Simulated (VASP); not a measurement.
# Ba (Cmmm) in VASP: further runs

The runs below take Ba through single point, with LDA.

Program: VASP 6.6.1. These are calculated values, not measurements. Logs are shortened: lines on timing, memory, paths and dates and some standing lists are left out, and cuts for length are marked.

## (1) The cell of the first run

Symmetry: Cmmm, No. 65, orthorhombic system. The conventional cell has a = 3.910 Å, b = 7.300 Å, c = 5.415 Å, α = 90.00°, β = 90.00°, γ = 90.00°. Within 5.1 Å of Ba (site symmetry mmm) lie 6 Ba at 3.91 to 4.14 Å.

## (2) Single point, LDA (strain +0.000 along x and y, -0.050 along z)

Input file INCAR:

```
PREC = Accurate
ENCUT = 520
EDIFF = 1E-6
ISMEAR = 0
SIGMA = 0.15
LREAL = False
LASPH = True
NELM = 80
ALGO = Fast
ISIF = 2
LWAVE = False
LCHARG = False
GGA = CA
NBANDS = 11
```

Input file KPOINTS:

```
Automatic mesh
0
Gamma
  14 14 8
```

Input file POSCAR:

```
Ba
1.0
    1.9550000000     -3.6500000000      0.0000000000
    1.9550000000      3.6500000000      0.0000000000
    0.0000000000      0.0000000000      5.4150000000
Ba
1
Direct
    0.0000000000      0.0000000000      0.0000000000
```

Potentials or basis: VASP PAW LDA potentials, release 64 (Ba_sv).

The run is started by

```sh
> cat potpaw_LDA.64/Ba_sv/POTCAR > POTCAR
> mpirun -np 1 vasp_std > vasp.out
```

OUTCAR:

```text
PREC = Accurate
   ENCUT = 520
   EDIFF = 1E-6
   ISMEAR = 0
   LREAL = False
   LASPH = True
   NELM = 80
   ISIF = 2
   GGA = CA

 ion  position               nearest neighbor table
   1  0.000  0.000  0.000-

  LATTYP: Found a base centered orthorhombic cell.
 ALAT       =     3.9100000000
 B/A-ratio  =     1.8670076726
 C/A-ratio  =     1.3849104859

  Lattice vectors:

 A1 = (   1.9550000000,  -3.6500000000,   0.0000000000)
 A2 = (   1.9550000000,   3.6500000000,   0.0000000000)
 A3 = (   0.0000000000,   0.0000000000,   5.4150000000)

Analysis of symmetry for initial positions (statically):
=====================================================================
 Subroutine PRICEL returns:
 Original cell was already a primitive cell.

 Routine SETGRP: Setting up the symmetry group for a
 base centered orthorhombic supercell.

 Subroutine GETGRP returns: Found  8 space group operations
 (whereof  8 operations were pure point group operations)
 out of a pool of  8 trial point group operations.

The static configuration has the point symmetry D_2h.

Analysis of symmetry for dynamics (positions and initial velocities):
=====================================================================
 Subroutine PRICEL returns:
 Original cell was already a primitive cell.

 Routine SETGRP: Setting up the symmetry group for a
 base centered orthorhombic supercell.

 Subroutine GETGRP returns: Found  8 space group operations
 (whereof  8 operations were pure point group operations)
 out of a pool of  8 trial point group operations.

The dynamic configuration has the point symmetry D_2h.

 Subroutine INISYM returns: Found  8 space group operations
 (whereof  8 operations are pure point group operations),
 and found     1 'primitive' translations

----------------------------------------------------------------------------------------

                                     Primitive cell

  volume of cell :      77.2802

  direct lattice vectors                    reciprocal lattice vectors
     1.955000000 -3.650000000  0.000000000     0.255754476 -0.136986301  0.000000000
     1.955000000  3.650000000  0.000000000     0.255754476  0.136986301  0.000000000
     0.000000000  0.000000000  5.415000000     0.000000000  0.000000000  0.184672207

  length of vectors
[... 83 lines left out ...]
   NSW    =      0    number of steps for IOM
   IBRION =     -1    ionic relax: 0-MD 1-quasi-New 2-CG
   NFREE  =      0    steps in history (QN), initial steepest desc. (CG)
   ISIF   =      2    stress and relaxation
   ISYM   =      2    0-nonsym 1-usesym 2-fastsym
   POTIM  = 0.5000    time-step for ionic-motion
   TEBEG  =    0.0;   TEEND  =   0.0 temperature during run
   PSTRESS=    0.0 pullay stress
   NELECT =      10.0000    total number of electrons
   NUPDOWN=      -1.0000    fix difference up-down
   EMIN   =  10.00;   EMAX   =-10.00  energy-range for DOS
   EFERMI =   0.00;   METHOD = LEGACY
   ISMEAR =     0;   SIGMA  =   0.15  broadening in eV -4-tet -1-fermi 0-gaus
   EFERMI_NEDOS =   21; number of points for ismear=-14 and -15
   IALGO  =     68    algorithm
   IMIX   =      4    mixing-type and parameters
     AMIX     =   0.40;   BMIX     =  1.00
     AMIX_MAG =   1.60;   BMIX_MAG =  1.00
  volume/ion in A,a.u.               =      77.28       521.51
  Fermi-wavevector in a.u.,A,eV,Ry     =   0.828042  1.564772  9.328873  0.685653
  Thomas-Fermi vector in A             =   1.940350
   LORBIT       =      0    0 simple, 1 ext, 2 COOP (PROOUT), +10 PAW based schemes
   GGA     = CA    functional components
   LHFCALC =     F    Hartree Fock is set to
   AEXX    =    0.0000 exact exchange contribution
   IVDW    =     0    specifies the selected vdW correction
   LEPSILON=     F    determine dielectric tensor
   LRPA    =     F    only Hartree local field effects (RPA)
 non-spin polarized calculation
 RMM-DIIS sequential band-by-band and
 Gauss-broadening in eV      SIGMA  =   0.15
  energy-cutoff  :      520.00
  volume of cell :       77.28
 maximum number of plane-waves:      2104
   NGX = 15   NGY = 15   NGZ = 21

 number of electron      10.0000000 magnetization

 Free energy of the ion-electron system (eV)
  ---------------------------------------------------
  ext. energy  EPLUGINS =         0.00000000
  ---------------------------------------------------
  free energy    TOTEN  =        -1.68881542 eV

  energy without entropy =       -1.65790766  energy(sigma->0) =       -1.67336154

 E-fermi :   0.6910     XC(G=0):  -6.8082

 val. band max:        0.6829678721   @ k =  -0.3571   0.2857   0.3750
 cond. band min:       0.6922086972   @ k =   0.4286   0.4286   0.5000
 fundamental gap:      0.0092408250
 Fermi energy:         0.6909899834

 k-point     1 :       0.0000    0.0000    0.0000
  band No.  band energies     occupation
      1     -28.3451      2.00000
      2     -13.5889      2.00000
      3     -13.1423      2.00000
      4     -13.0500      2.00000
      5      -1.7123      2.00000
      6       0.6642      1.19913
      7       2.1465      0.00000
      8       3.1190      0.00000
      9       4.2771      0.00000
     10       4.7098      0.00000
     11       5.0264      0.00000
[... 309 lines left out ...]
 k-point    24 :       0.2857    0.1429    0.0000
  band No.  band energies     occupation
      1     -28.2537      2.00000
      2     -13.8637      2.00000
      3     -13.4615      2.00000
      4     -13.3324      2.00000
      5       0.3007      1.99977
      6       1.2183      0.00000
      7       1.6999      0.00000
      8       2.3288      0.00000
      9       3.6994      0.00000
     10       4.9041      0.00000
     11       6.9508      0.00000

 [... further k-points ...]

------------------------ aborting loop because EDIFF is reached ----------------------------------------

  FORCE on cell =-STRESS in cart. coord.  units (eV):
  Direction    XX          YY          ZZ          XY          YZ          ZX
  --------------------------------------------------------------------------------------
  -------------------------------------------------------------------------------------
  Total        0.6385620     -0.0789757     -1.2816176     -0.0000000      0.0000000      0.0000000
  in kB       13.2387066     -1.6373289    -26.5705758     -0.0000000      0.0000000      0.0000000
  external PRESSURE =      -4.9897327 kB  Pullay stress =       0.0000000 kB

 VOLUME and BASIS-vectors are now :
 -----------------------------------------------------------------------------
  energy-cutoff  :      520.00
  volume of cell :       77.28
      direct lattice vectors                 reciprocal lattice vectors
     1.955000000 -3.650000000  0.000000000     0.255754476 -0.136986301  0.000000000
     1.955000000  3.650000000  0.000000000     0.255754476  0.136986301  0.000000000
     0.000000000  0.000000000  5.415000000     0.000000000  0.000000000  0.184672207

 POSITION                                       TOTAL-FORCE (eV/Angst)
 -----------------------------------------------------------------------------------
      0.00000      0.00000      0.00000         0.000000      0.000000      0.000000
 -----------------------------------------------------------------------------------
    total drift:                                0.000000      0.000000     -0.000000

  FREE ENERGIE OF THE ION-ELECTRON SYSTEM (eV)
  ---------------------------------------------------
  free  energy   TOTEN  =        -1.6888154173 eV

  energy  without entropy=       -1.6579076633  energy(sigma->0) =       -1.67336154
```

OSZICAR:

```text
N       E                     dE             d eps       ncg     rms          rms(c)
DAV:   1     0.582903140680E+02    0.58290E+02   -0.40601E+03  6270   0.730E+02
DAV:   2     0.168356294008E+01   -0.56607E+02   -0.55086E+02  7581   0.135E+02
DAV:   3    -0.172099469537E+01   -0.34046E+01   -0.33596E+01  8019   0.347E+01
DAV:   4    -0.187010305896E+01   -0.14911E+00   -0.14878E+00  8513   0.640E+00
DAV:   5    -0.187393197792E+01   -0.38289E-02   -0.38279E-02  8346   0.851E-01    0.230E+00
RMM:   6    -0.171164955904E+01    0.16228E+00   -0.63545E-02  6562   0.124E+00    0.115E+00
RMM:   7    -0.168843691929E+01    0.23213E-01   -0.44728E-02  7175   0.108E+00    0.301E-01
RMM:   8    -0.168906163488E+01   -0.62472E-03   -0.58555E-03  7824   0.490E-01    0.875E-02
RMM:   9    -0.168875389460E+01    0.30774E-03   -0.11881E-03  9110   0.166E-01    0.314E-02
RMM:  10    -0.168880918337E+01   -0.55289E-04   -0.21938E-04  9279   0.693E-02    0.199E-02
RMM:  11    -0.168881416520E+01   -0.49818E-05   -0.52892E-05  9911   0.336E-02    0.225E-03
RMM:  12    -0.168881511679E+01   -0.95159E-06   -0.10147E-05  8591   0.108E-02    0.156E-03
RMM:  13    -0.168881541731E+01   -0.30052E-06   -0.29153E-06  7016   0.546E-03
   1 F= -.16888154E+01 E0= -.16733615E+01  d E =-.309078E-01
```

stdout:

```text
POSCAR found type information on POSCAR Ba
 POSCAR found :  1 types and       1 ions
 scaLAPACK will be used
 LDA part: xc-table for (Slater(with rela. corr.)+CA(PZ))
 , standard interpolation
 POSCAR, INCAR and KPOINTS ok, starting setup
 FFT: planning ... GRIDC
 FFT: planning ... GRID_SOFT
 FFT: planning ... GRID
 WAVECAR not read
 entering main loop
WARNING in EDDRMM: call to ZHEGV failed, returncode =   6  3      6
```

It took 73 s on 1 thread of Intel Xeon 6975P-C (Granite Rapids), shared host; peak memory 0.34 GiB.

Results:

| Property | Result |
| --- | --- |
| Free energy | -1.6888 eV |
| Pressure | -0.5 GPa |
| Band gap on the k mesh | zero (band 5 reaches 1.52 eV, above the bottom of band 6 at 0.39 eV) |

Caveat: the cell differs from its parent crystal (strain +0.000 along x and y, -0.050 along z); spin-orbit coupling is left out, which moves the levels of the heavy elements.

## (3) Single point, LDA (strain +0.050 along x and y, -0.050 along z)

Input file INCAR:

```
SYSTEM = Ba
  PREC = Accurate
  ENCUT = 520
  EDIFF = 1E-6
  ISMEAR = 0
  SIGMA = 0.15
  LREAL = .FALSE.
  LASPH = .TRUE.
  NELM = 100
  ALGO = Fast
  ISIF = 2
  LWAVE = .FALSE.
  LCHARG = .TRUE.
  GGA = CA
  LELF = .TRUE.
  LVHAR = .TRUE.
  NBANDS = 11
```

Input file KPOINTS:

```
Automatic mesh
0
G
  14 14 8
  0 0 0
```

Input file POSCAR:

```
Ba
1.0
    2.0527500000     -3.8325000000      0.0000000000
    2.0527500000      3.8325000000      0.0000000000
    0.0000000000      0.0000000000      5.4150000000
Ba
1
Direct
    0.0000000000      0.0000000000      0.0000000000
```

Potentials or basis: VASP PAW LDA potentials, release 64 (Ba_sv).

The run is started by

```sh
> cat potpaw_LDA.64/Ba_sv/POTCAR > POTCAR
> mpirun -np 1 vasp_std > vasp.out
```

Wall time 77 s (1 thread of Intel Xeon 6975P-C (Granite Rapids), shared host); peak memory 0.36 GiB.

Results (log left out):

```yaml
Free_energy: -1.6917 eV
Pressure: -1.0 GPa
Band_gap_on_the_k_mesh: zero (band 5 reaches 1.06 eV, above the bottom of band 6 at 0.26 eV)
```

Stress tensor (GPa, compression positive):
```
 0.19  0.00  0.00
 0.00 -1.01  0.00
 0.00  0.00 -2.24
```

Levels at points of the mesh, in eV from the Fermi level:
| k point | band 3 | band 4 | band 5 | band 6 | band 7 | band 8 |
| --- | --- | --- | --- | --- | --- | --- |
| (0.00, 0.00, 0.00) | -14.12 | -14.05 | -2.40 | 0.06 | 1.35 | 2.19 |
| (0.50, 0.00, 0.00) | -14.36 | -14.24 | -0.68 | 0.88 | 1.06 | 1.37 |
| (0.50, 0.50, 0.00) | -14.38 | -14.14 | -0.75 | 0.86 | 0.91 | 1.05 |
| (0.00, 0.00, 0.50) | -14.11 | -14.05 | -1.69 | -0.10 | 1.41 | 2.25 |
| (0.50, 0.00, 0.50) | -14.38 | -14.23 | -0.43 | -0.17 | 2.47 | 2.64 |
| (0.50, 0.50, 0.50) | -14.41 | -14.14 | -0.46 | -0.22 | 2.26 | 2.38 |

Caveat: the cell differs from its parent crystal (strain +0.050 along x and y, -0.050 along z); spin-orbit coupling is left out, which moves the levels of the heavy elements.

(Continued in part 2 of 2.)
